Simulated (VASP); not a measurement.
Write the native input for VASP 6.6.1 that does the following.

| Quantity | Value |
| --- | --- |
| Task | single point |
| Functional | r2SCAN |
| Potentials or basis | VASP PAW PBE potentials, release 64 (Cu) |
| Cutoff | 520 eV |
| k mesh | 24 × 24 × 6 |
| Occupations | gaussian, width 0.15 eV |
| Spin | no spin polarisation |
| Dipole correction | no |
| Further INCAR settings | ALGO = Normal; EDIFF = 1e-06; NBANDS = 30 |

The system is Cu.

```
Cu
1.0
     2.40287    0.00000    0.00000
    -1.20144    2.08095    0.00000
     0.00000    0.00000    8.05734
Cu
4
Direct
  0.00000 0.00000 0.00000
  0.33333 0.66667 0.25000
  0.00000 0.00000 0.50000
  0.66667 0.33333 0.75000
```

This cell differs from its parent crystal: strain -0.050 along x and y, -0.025 along z.

These files were run (other wordings do the same):

POSCAR

```
Cu
1.0
    2.4028725322      0.0000000000      0.0000000000
   -1.2014362661      2.0809486550      0.0000000000
    0.0000000000      0.0000000000      8.0573413583
Cu
4
Direct
    0.0000000000      0.0000000000      0.0000000000
    0.3333333333      0.6666666667      0.2500000000
    0.0000000000      0.0000000000      0.5000000000
    0.6666666667      0.3333333333      0.7500000000
```

INCAR.step1

```
SYSTEM = Cu
ALGO = Normal
EDIFF = 1E-4
ENCUT = 520
GGA = PE
ISMEAR = 0
LASPH = .TRUE.
LCHARG = .FALSE.
LREAL = .FALSE.
LWAVE = .TRUE.
NBANDS = 30
NELM = 60
PREC = Accurate
SIGMA = 0.15
```

INCAR.step2

```
SYSTEM = Cu
ALGO = Normal
EDIFF = 1E-6
ENCUT = 520
ISIF = 2
ISMEAR = 0
ISTART = 1
LASPH = .TRUE.
LCHARG = .FALSE.
LMIXTAU = .TRUE.
LREAL = .FALSE.
LWAVE = .FALSE.
METAGGA = R2SCAN
NBANDS = 30
NELM = 60
PREC = Accurate
SIGMA = 0.15
```

KPOINTS

```
k-points
0
G
  24 24 6
  0 0 0
```

Potentials or basis: VASP PAW PBE potentials, release 64 (Cu).

Run with:

```sh
$ cat potpaw_PBE.64/Cu/POTCAR > POTCAR
$ cp INCAR.step1 INCAR
$ mpirun -np 1 vasp_std > vasp.out
$ cp INCAR.step2 INCAR
$ mpirun -np 1 vasp_std > vasp.out
```

Results of the run:

```json
{
  "Pressure": "29.5 GPa",
  "Band gap on the k mesh": "zero (bands 22 and 23 overlap by 6.09 eV)"
}
```

Caveat: the cell differs from its parent crystal (strain -0.050 along x and y, -0.025 along z); the stress differs along the axes, from 24 to 32 GPa; the PAW data sets were made with another functional, which shifts forces and pressure a little.

Wall time 7.6 min on 1 thread of Intel(R) Xeon(R) 6975P-C (Granite Rapids), with other jobs on the host, peak memory 0.32 GiB.
